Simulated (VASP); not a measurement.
# Li (Im-3m) in VASP: a series of runs, part 2 of 2

VASP 6.6.1. Earlier steps stand in the parts before.

**3. Single point, r2SCAN**

This run uses another cell than the first one, of 10.39 Å³/atom.

Contents of POSCAR:

```
Li
1.0
   -1.3747612057      1.3747612057      1.3747612057
    1.3747612057     -1.3747612057      1.3747612057
    1.3747612057      1.3747612057     -1.3747612057
Li
1
Direct
    0.0000000000      0.0000000000      0.0000000000
```

Contents of INCAR.step1:

```
SYSTEM = Li
PREC = Accurate
ENCUT = 520
ISMEAR = 1
SIGMA = 0.1
LREAL = .FALSE.
LASPH = .TRUE.
NELM = 100
NBANDS = 8
GGA = PE
ALGO = Normal
EDIFF = 1E-4
LWAVE = .TRUE.
LCHARG = .FALSE.
```

Contents of INCAR.step2:

```
SYSTEM = Li
PREC = Accurate
ENCUT = 520
EDIFF = 1E-6
ISMEAR = 1
SIGMA = 0.1
LREAL = .FALSE.
LASPH = .TRUE.
NELM = 100
ALGO = Normal
ISIF = 2
LWAVE = .FALSE.
LCHARG = .TRUE.
METAGGA = R2SCAN
LMIXTAU = .TRUE.
LELF = .TRUE.
LVHAR = .TRUE.
NBANDS = 8
ISTART = 1
```

Contents of KPOINTS:

```
regular mesh
0
G
  11 11 11
  0 0 0
```

Potentials or basis: VASP PAW PBE potentials, release 64 (Li_sv).

The run is started by

```
cat potpaw_PBE.64/Li_sv/POTCAR > POTCAR
cp INCAR.step1 INCAR
mpirun -np 1 vasp_std > vasp.out
cp INCAR.step2 INCAR
mpirun -np 1 vasp_std > vasp.out
```

OUTCAR:

```text
SYSTEM = Li
   PREC = Accurate
   ENCUT = 520
   EDIFF = 1E-6
   ISMEAR = 1
   LREAL = .FALSE.
   LASPH = .TRUE.
   NELM = 100
   ISIF = 2
   METAGGA = R2SCAN
   ISTART = 1

 ion  position               nearest neighbor table
   1  0.000  0.000  0.000-

  LATTYP: Found a body centered cubic cell.
 ALAT       =     2.7495224114

  Lattice vectors:

 A1 = (  -1.3747612057,   1.3747612057,   1.3747612057)
 A2 = (   1.3747612057,  -1.3747612057,   1.3747612057)
 A3 = (   1.3747612057,   1.3747612057,  -1.3747612057)

Analysis of symmetry for initial positions (statically):
=====================================================================
 Subroutine PRICEL returns:
 Original cell was already a primitive cell.

 Routine SETGRP: Setting up the symmetry group for a
 body centered cubic supercell.

 Subroutine GETGRP returns: Found 48 space group operations
 (whereof 48 operations were pure point group operations)
 out of a pool of 48 trial point group operations.

The static configuration has the point symmetry O_h .

Analysis of symmetry for dynamics (positions and initial velocities):
=====================================================================
 Subroutine PRICEL returns:
 Original cell was already a primitive cell.

 Routine SETGRP: Setting up the symmetry group for a
 body centered cubic supercell.

 Subroutine GETGRP returns: Found 48 space group operations
 (whereof 48 operations were pure point group operations)
 out of a pool of 48 trial point group operations.

The dynamic configuration has the point symmetry O_h .

 Subroutine INISYM returns: Found 48 space group operations
 (whereof 48 operations are pure point group operations),
 and found     1 'primitive' translations

----------------------------------------------------------------------------------------

                                     Primitive cell

  volume of cell :      10.3930

  direct lattice vectors                    reciprocal lattice vectors
    -1.374761206  1.374761206  1.374761206     0.000000000  0.363699527  0.363699527
     1.374761206 -1.374761206  1.374761206     0.363699527  0.000000000  0.363699527
     1.374761206  1.374761206 -1.374761206     0.363699527  0.363699527  0.000000000

  length of vectors
     2.381156257  2.381156257  2.381156257     0.514348803  0.514348803  0.514348803

  position of ions in fractional coordinates (direct lattice)
     0.000000000  0.000000000  0.000000000

  ion indices of the primitive-cell ions
   primitive index   ion index
                 1           1

----------------------------------------------------------------------------------------

 KPOINTS: regular mesh

Automatic generation of k-mesh.
 Grid dimensions read from file:
 generate k-points for:   11   11   11

 Generating k-lattice:

  Cartesian coordinates                     Fractional coordinates (reciprocal lattice)
     0.000000000  0.033063593  0.033063593     0.090909091  0.000000000  0.000000000
     0.033063593  0.000000000  0.033063593     0.000000000  0.090909091  0.000000000
     0.033063593  0.033063593  0.000000000     0.000000000  0.000000000  0.090909091

  Length of vectors
     0.046758982  0.046758982  0.046758982

  Shift w.r.t. Gamma in fractional coordinates (k-lattice)
     0.000000000  0.000000000  0.000000000

 Subroutine IBZKPT returns following result:
 ===========================================

 Found     56 irreducible k-points:

 Following reciprocal coordinates:
            Coordinates               Weight
  0.000000  0.000000  0.000000      1.000000
  0.090909  0.000000  0.000000     12.000000
  0.181818  0.000000  0.000000     12.000000
  0.272727  0.000000  0.000000     12.000000
  0.363636  0.000000  0.000000     12.000000
  0.454545  0.000000  0.000000     12.000000
[... 16 lines left out ...]
  0.272727  0.181818  0.090909     48.000000
  0.363636  0.181818  0.090909     24.000000
 [... further k-points ...]
   k-points           NKPTS =     56   k-points in BZ     NKDIM =     56   number of bands    NBANDS=      8
   number of dos      NEDOS =    301   number of ions     NIONS =      1
   total plane-waves  NPLWV =   5832
   dimension x,y,z NGX =    18 NGY =   18 NGZ =   18
   dimension x,y,z NGXF=    36 NGYF=   36 NGZF=   36
   ions per type =               1
   NGX,Y,Z   is equivalent  to a cutoff of  12.57, 12.57, 12.57 a.u.
   NGXF,Y,Z  is equivalent  to a cutoff of  25.13, 25.13, 25.13 a.u.
 SYSTEM =  Li
   PREC   = accura    normal or accurate (medium, high low for compatibility)
   ISTART =      1    job   : 0-new  1-cont  2-samecut
   ICHARG =      0    charge: 1-file 2-atom 10-const
   ISPIN  =      1    spin polarized calculation?
   LNONCOLLINEAR =      F non collinear calculations
   LSORBIT =      F    spin-orbit coupling
   LASPH  =      T    aspherical Exc in radial PAW
   ENCUT  =  520.0 eV  38.22 Ry    6.18 a.u.   4.43  4.43  4.43*2*pi/ulx,y,z
   NELM   =    100;   NELMIN=  2; NELMDL=  0     # of ELM steps
   EDIFF  = 0.1E-05   stopping-criterion for ELM
   LREAL  =      F    real-space projection
   EDIFFG = 0.1E-04   stopping-criterion for IOM
   NSW    =      0    number of steps for IOM
   IBRION =     -1    ionic relax: 0-MD 1-quasi-New 2-CG
   NFREE  =      0    steps in history (QN), initial steepest desc. (CG)
   ISIF   =      2    stress and relaxation
   ISYM   =      2    0-nonsym 1-usesym 2-fastsym
   POTIM  = 0.5000    time-step for ionic-motion
   TEBEG  =    0.0;   TEEND  =   0.0 temperature during run
   PSTRESS=    0.0 pullay stress
   NELECT =       3.0000    total number of electrons
   NUPDOWN=      -1.0000    fix difference up-down
   EMIN   =  10.00;   EMAX   =-10.00  energy-range for DOS
   EFERMI =   0.00;   METHOD = LEGACY
   ISMEAR =     1;   SIGMA  =   0.10  broadening in eV -4-tet -1-fermi 0-gaus
   EFERMI_NEDOS =   21; number of points for ismear=-14 and -15
   IALGO  =     38    algorithm
   IMIX   =      4    mixing-type and parameters
     AMIX     =   0.40;   BMIX     =  1.00
     AMIX_MAG =   1.60;   BMIX_MAG =  1.00
  volume/ion in A,a.u.               =      10.39        70.14
  Fermi-wavevector in a.u.,A,eV,Ry     =   1.081935  2.044561 15.926764  1.170584
  Thomas-Fermi vector in A             =   2.217964
   LORBIT       =      0    0 simple, 1 ext, 2 COOP (PROOUT), +10 PAW based schemes
   METAGGA = R2SCAN    functional components
   LHFCALC =     F    Hartree Fock is set to
   AEXX    =    0.0000 exact exchange contribution
   IVDW    =     0    specifies the selected vdW correction
   LEPSILON=     F    determine dielectric tensor
   LRPA    =     F    only Hartree local field effects (RPA)
 non-spin polarized calculation
 Methfessel and Paxton  Order N= 1 SIGMA  =   0.10
  energy-cutoff  :      520.00
  volume of cell :       10.39
 maximum number of plane-waves:       321
 NGX is ok and might be reduce to    18
   NGX =  9   NGY =  9   NGZ =  9

 number of electron       3.0000006 magnetization

 Free energy of the ion-electron system (eV)
  ---------------------------------------------------
  ext. energy  EPLUGINS =         0.00000000
  ---------------------------------------------------
  free energy    TOTEN  =        -1.79158623 eV

  energy without entropy =       -1.79038793  energy(sigma->0) =       -1.79118680

 E-fermi :   3.2393     XC(G=0):  -9.4296

 val. band max:        3.2235328657   @ k =  -0.3636   0.4545   0.0909
 cond. band min:       3.3112308597   @ k =  -0.4545   0.4545   0.0909
 fundamental gap:      0.0876979939
 Fermi energy:         3.2393008636

 k-point     1 :       0.0000    0.0000    0.0000
  band No.  band energies     occupation
      1     -44.2721      2.00000
      2      -1.1915      2.00000
      3      29.1174      0.00000
      4      29.1185      0.00000
      5      29.1185      0.00000
      6      34.4763      0.00000
      7      34.4763      0.00000
      8      34.4787      0.00000
[... 243 lines left out ...]
 k-point    24 :       0.3636    0.1818    0.0909
  band No.  band energies     occupation
      1     -44.0428      2.00000
      2       4.8538     -0.00000
      3       8.8458      0.00000
      4      14.4484      0.00000
      5      21.2633      0.00000
      6      36.0941      0.00000
      7      37.8861      0.00000
      8      42.8074      0.00000

 [... further k-points ...]

------------------------ aborting loop because EDIFF is reached ----------------------------------------

  FORCE on cell =-STRESS in cart. coord.  units (eV):
  Direction    XX          YY          ZZ          XY          YZ          ZX
  --------------------------------------------------------------------------------------
  -------------------------------------------------------------------------------------
  Total        1.9844607      1.9844607      1.9844607     -0.0000000      0.0000000     -0.0000000
  in kB      305.9224021    305.9224021    305.9224021     -0.0000000      0.0000000     -0.0000000
  external PRESSURE =     305.9224021 kB  Pullay stress =       0.0000000 kB

 VOLUME and BASIS-vectors are now :
 -----------------------------------------------------------------------------
  energy-cutoff  :      520.00
  volume of cell :       10.39
      direct lattice vectors                 reciprocal lattice vectors
    -1.374761206  1.374761206  1.374761206     0.000000000  0.363699527  0.363699527
     1.374761206 -1.374761206  1.374761206     0.363699527  0.000000000  0.363699527
     1.374761206  1.374761206 -1.374761206     0.363699527  0.363699527  0.000000000

 POSITION                                       TOTAL-FORCE (eV/Angst)
 -----------------------------------------------------------------------------------
      0.00000      0.00000      0.00000        -0.000000     -0.000000     -0.000000
 -----------------------------------------------------------------------------------
    total drift:                                0.000000      0.000000      0.000000

  FREE ENERGIE OF THE ION-ELECTRON SYSTEM (eV)
  ---------------------------------------------------
  free  energy   TOTEN  =        -1.7915862318 eV

  energy  without entropy=       -1.7903879319  energy(sigma->0) =       -1.79118680
```

It took 12 s on 1 thread of Intel Xeon 6975P-C (Granite Rapids), shared host; peak memory 0.11 GiB.

What came out:

```yaml
Free_energy: -1.7916 eV
Band_gap_on_the_k_mesh: zero (an odd number of electrons rules out a gap without spin polarisation)
```

Caveat: the cutoff is under 1.25 times the usual one of these potentials, so pressure, stress and relaxed cells hold a basis-set (Pulay) error; the PAW data sets were made with another functional, which shifts forces and pressure a little.
